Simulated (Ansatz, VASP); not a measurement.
# Two plane-wave programs on BeS

The input INCAR:

```
PREC     = Accurate       # precision mode
ENCUT    = 520            # plane-wave cutoff, eV
EDIFF    = 1E-6           # SCF threshold, eV
ISMEAR   = 0              # smearing method
SIGMA    = 0.05           # smearing width, eV
LREAL    = F              # projectors in reciprocal space
LASPH    = T              # aspherical terms in the spheres
NELM     = 60             # most SCF steps
ALGO     = Normal         # electronic algorithm
ISIF     = 2              # what is computed and relaxed
LWAVE    = F              # write WAVECAR
LCHARG   = T              # write CHGCAR
GGA      = PS             # functional
LELF     = T              # ELF
LVHAR    = T            
NBANDS   = 11             # bands
```

File KPOINTS:

```
regular mesh
0
Gamma
  8 8 8
```

File POSCAR:

```
BeS
1.0
    0.0000000000      2.4189899955      2.4189899955
    2.5883192952      0.0000000000      2.4189899955
    2.5883192952      2.4189899955      0.0000000000
Be S
1 1
Direct
    0.0000000000      0.0000000000      0.0000000000
    0.7500000000      0.7500000000      0.7500000000
```

Input for Ansatz:

```yaml
crystal:
  lattice:
    - [0.0, 2.4189899955, 2.4189899955]
    - [2.5883192952, 0.0, 2.4189899955]
    - [2.5883192952, 2.4189899955, 0.0]
  atoms:
    - { symbol: Be, position: [0.0, 0.0, 0.0] }
    - { symbol: S, position: [0.75, 0.75, 0.75] }
basis:
  ecutwfc: 520.0
kpoints:
  mp_grid: { grid: [8, 8, 8] }
hamiltonian:
  xc: pbesol
scf:
  occupations: { method: gaussian, width: 0.05 }
output:
  forces: true
  stress: true
  eigenvalues: true
  write_density: true
  write_potential: true
  elf: true
  volumetric_format: npy
```

Change from the starting cell: mode 4 frozen in at +0.000 Å, normal strain along x +0.0700.

Alike in both runs: task single point; functional PBEsol; k mesh 8 × 8 × 8; occupations gaussian, width 0.05 eV; no spin polarisation.

```csv
,VASP,Ansatz
version,VASP 6.6.1,Ansatz 0.2.0
potentials or method,"VASP PAW PBE potentials, release 64 (Be, S), cutoff 520 eV","scalar-relativistic, plane waves, PAW"
valence electrons in the cell,8,8
```

|  | VASP | Ansatz | Ansatz less VASP |
| --- | --- | --- | --- |
| gap on the k mesh at the Fermi level (eV) | 2.77 | 2.77 | -0.003 |
| least direct gap on the mesh (eV) | 5.06 | 5.05 | -0.002 |
| pressure (GPa) | -5.7 | -5.8 | -0.14 |
| traceless stress, the component that is largest in VASP (GPa) | -4.55 | -4.57 | -0.021 |

VASP's potentials were made for PBE, not for PBEsol.
